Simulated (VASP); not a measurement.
Wanted: the native input for a VASP 6.6.1 run.

| Property | Result |
| --- | --- |
| Task | single point |
| Functional | HSE06 |
| Potentials or basis | VASP PAW PBE potentials, release 64 (Pb_d, Se) |
| Cutoff | 400 eV |
| k mesh | 6 × 6 × 6 |
| Occupations | gaussian, width 0.01 eV |
| Spin | no spin polarisation |
| Dipole correction | no |
| Grid for exact exchange (PRECFOCK) | Normal |
| Further INCAR settings | ALGO = Normal; EDIFF = 1e-06; NBANDS = 17 |
| Share of exact exchange | 0.25 |
| Screening parameter | 0.2079 1/Å |

The system is PbSe.

```xyz
2
Lattice="0.0000 3.0853 3.0853 3.0853 0.0000 3.0853 3.0853 3.0853 0.0000" Properties=species:S:1:pos:R:3 pbc="T T T"
Pb    0.0000    0.0000    0.0000
Se    3.0853    3.0853    3.0853
```

These files were run (other wordings do the same):

POSCAR

```
PbSe
1.0
    0.0000000000      3.0852684027      3.0852684027
    3.0852684027      0.0000000000      3.0852684027
    3.0852684027      3.0852684027      0.0000000000
Pb Se
1 1
Direct
    0.0000000000      0.0000000000      0.0000000000
    0.5000000000      0.5000000000      0.5000000000
```

INCAR.step1

```
SYSTEM = PbSe
PREC = Accurate
ENCUT = 400
EDIFF = 1E-5
ISMEAR = 0
SIGMA = 0.01
LREAL = .False.
LASPH = .True.
NELM = 120
ALGO = Normal
ISIF = 2
LWAVE = .True.
LCHARG = .False.
NBANDS = 17
GGA = PE
GGA_COMPAT = .False.
```

INCAR.step2

```
SYSTEM = PbSe
PREC = Accurate
ENCUT = 400
EDIFF = 1E-6
ISMEAR = 0
SIGMA = 0.01
LREAL = .False.
LASPH = .True.
NELM = 120
ALGO = Normal
ISIF = 2
LWAVE = .False.
LCHARG = .False.
GGA = PE
LHFCALC = .True.
HFSCREEN = 0.2079
PRECFOCK = Normal
NBANDS = 17
ISTART = 1
GGA_COMPAT = .False.
```

KPOINTS

```
regular mesh
0
Gamma
  6 6 6
  0 0 0
```

Potentials or basis: VASP PAW PBE potentials, release 64 (Pb_d, Se).

Run with:

```bash
$ cat potpaw_PBE.64/Pb_d/POTCAR potpaw_PBE.64/Se/POTCAR > POTCAR
$ cp INCAR.step1 INCAR
$ mpirun -np 1 vasp_std > vasp.out
$ cp INCAR.step2 INCAR
$ mpirun -np 1 vasp_std > vasp.out
```

It gave:

```
Pressure               : -0.1 GPa
Band gap on the k mesh : 0.79 eV
```

Caveat: the PAW data sets were made with another functional, which shifts forces and pressure a little; spin-orbit coupling is left out, which moves the levels of the heavy elements.

Wall time 85 min on 1 thread of Intel Xeon 8259CL, on a shared host, peak memory 0.28 GiB.
